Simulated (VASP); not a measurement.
A run of VASP 6.6.1 is set up as follows.

INCAR

```
SYSTEM = Os
PREC = Accurate ; ENCUT = 520
EDIFF = 1E-7 ; ISMEAR = -1
SIGMA = 0.1 ; LREAL = .False.
LASPH = .True. ; NELM = 100
ALGO = Normal ; ISIF = 2
LWAVE = .False. ; LCHARG = .False.
GGA = RP ; NBANDS = 15
```

KPOINTS

```
Automatic mesh
0
Gamma
  21 21 12
  0 0 0
```

POSCAR

```
Os
1.0
    2.8018594956      0.0000000000      0.0000000000
   -1.4009297478      2.4264815010      0.0000000000
    0.0000000000      0.0000000000      4.4143108470
Os
2
Direct
    0.3333333333      0.6666666667      0.2500000000
    0.6666666667      0.3333333333      0.7500000000
```

Potentials or basis: VASP PAW PBE potentials, release 64 (Os).

Command:

```bash
$ cat potpaw_PBE.64/Os/POTCAR > POTCAR
$ mpirun -np 1 vasp_std > vasp.out
```

Task: Predict the pressure.

Result: -14.2 GPa.

Task: Estimate the band gap on the k mesh.

Result: Zero (bands 8 and 9 overlap by 3.46 eV).

Stress tensor (GPa, compression positive):
```
-14.11   0.00   0.00
  0.00 -14.11   0.00
  0.00   0.00 -14.45
```

Caveat: the cell stands under tension; the PAW data sets were made with another functional, which shifts forces and pressure a little; spin-orbit coupling is left out, which moves the levels of the heavy elements.
